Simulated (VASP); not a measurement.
Input of a VASP 6.6.1 run:

INCAR

```
ALGO = Normal
EDIFF = 1E-8
ENCUT = 520
GGA = CA
IBRION = 8
ISIF = 2
ISMEAR = -1
LASPH = True
LCHARG = False
LREAL = False
LWAVE = False
NELM = 80
NSW = 1
PREC = Accurate
SIGMA = 0.1
```

KPOINTS

```
k-points
0
Gamma
  8 8 8
```

File POSCAR:

```
NbCd3
1.0
    4.1851426469      0.0000000000      0.0000000000
    0.0000000000      4.1851426469      0.0000000000
    0.0000000000      0.0000000000      4.1851426469
Nb Cd
1 3
Direct
    0.0000000000      0.0000000000      0.0000000000
    0.0000000000      0.5000000000      0.5000000000
    0.5000000000      0.0000000000      0.5000000000
    0.5000000000      0.5000000000      0.0000000000
```

Potentials or basis: VASP PAW LDA potentials, release 64 (Nb_sv, Cd).

Launch:

```sh
$ cat potpaw_LDA.64/Nb_sv/POTCAR potpaw_LDA.64/Cd/POTCAR > POTCAR
$ mpirun -np 1 vasp_std > vasp.out
```

What does it give for the highest phonon frequency at Γ, LO-TO splitting left out?

201 cm⁻¹.

Phonon frequencies in cm⁻¹ (negative: imaginary):
| q point | frequencies |
| --- | --- |
| (0.000, 0.000, 0.000) | 0 0 0 113 113 113 133 133 133 201 201 201 |
